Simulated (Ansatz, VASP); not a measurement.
## Two plane-wave programs on Si2NF2

INCAR

```
PREC     = Accurate       # precision mode
ENCUT    = 520            # plane-wave cutoff, eV
EDIFF    = 1E-7           # SCF threshold, eV
ISMEAR   = 0              # smearing method
SIGMA    = 0.1            # smearing width, eV
LREAL    = False          # projectors in reciprocal space
LASPH    = True           # aspherical terms in the spheres
NELM     = 150            # most SCF steps
ALGO     = Normal         # electronic algorithm
ISIF     = 2              # what is computed and relaxed
LWAVE    = False          # write WAVECAR
LCHARG   = False          # write CHGCAR
ISPIN    = 2              # spin polarisation
MAGMOM   = 0 0 1 1 1      # initial moments
LORBIT   = 11             # projections on sites
GGA      = PE             # functional
NBANDS   = 26             # bands
```

The input KPOINTS:

```
regular mesh
0
Gamma
  6 6 6
```

Contents of POSCAR:

```
Si2NF2
1.0
   -1.8101038000      1.8101038000      4.5537149900
    1.8101038000     -1.8101038000      4.5537149900
    1.8101038000      1.8101038000     -4.5537149900
Si N F
2 1 2
Direct
    0.2500000000      0.7500000000      0.5000000000
    0.7500000000      0.2500000000      0.5000000000
    0.0000000000      0.0000000000      0.0000000000
    0.6276139600      0.6276139600      0.0000000000
    0.3723860400      0.3723860400      0.0000000000
```

Input for Ansatz:

```yaml
crystal:
  lattice:
    - [-1.8101038, 1.8101038, 4.55371499]
    - [1.8101038, -1.8101038, 4.55371499]
    - [1.8101038, 1.8101038, -4.55371499]
  atoms:
    - { symbol: Si, position: [0.25, 0.75, 0.5] }
    - { symbol: Si, position: [0.75, 0.25, 0.5] }
    - { symbol: "N", position: [0.0, 0.0, 0.0], spin: 1.0 }
    - { symbol: F, position: [0.62761396, 0.62761396, 0.0], spin: 1.0 }
    - { symbol: F, position: [0.37238604, 0.37238604, 0.0], spin: 1.0 }
basis:
  ecutwfc: 420
kpoints:
  mp_grid: { grid: [6, 6, 6] }
hamiltonian:
  xc: pbe
scf:
  occupations: { method: gaussian, width: 0.1 }
  lower_state_search: "off"
output:
  forces: true
  stress: true
  eigenvalues: true
  populations: true
magnetization:
  spin_polarized: true
```

Change from the starting cell: species swapped into the TmCo2Si2 type (I4/mmm, No. 139).

Alike in both runs: task single point; functional PBE; k mesh 6 × 6 × 6; occupations gaussian, width 0.1 eV; collinear spin.

```csv
,VASP,Ansatz
version,VASP 6.6.1,Ansatz 0.2.0
potentials or method,"VASP PAW PBE potentials, release 64 (Si, N, F), cutoff 520 eV","scalar-relativistic, plane waves, PAW"
valence electrons in the cell,27,27
```

|  | VASP | Ansatz | Ansatz less VASP |
| --- | --- | --- | --- |
| gap on the k mesh at the Fermi level (eV) | none | none | - |
| pressure (GPa) | 20.5 | 20.5 | +0.01 |
| traceless stress, the component that is largest in VASP (GPa) | -17.79 | -17.83 | -0.046 |
| rms of the force components (eV/Å) | 0.731 | 0.722 | -0.0092 |
| net moment per atom (μB) | 0.27 | 0.27 | -0.001 |
| size of the moment on the site where the two differ most (μB) | 1.02 | 1.40 | +0.375 |

Site moments also hang on the region over which each program counts them. Atom by atom the forces differ by 0.009 eV/Å (rms over components). A gap of «none» marks a metal or a gap that the smearing closes.

The k mesh is coarse, so the values compare programs but aren't converged.
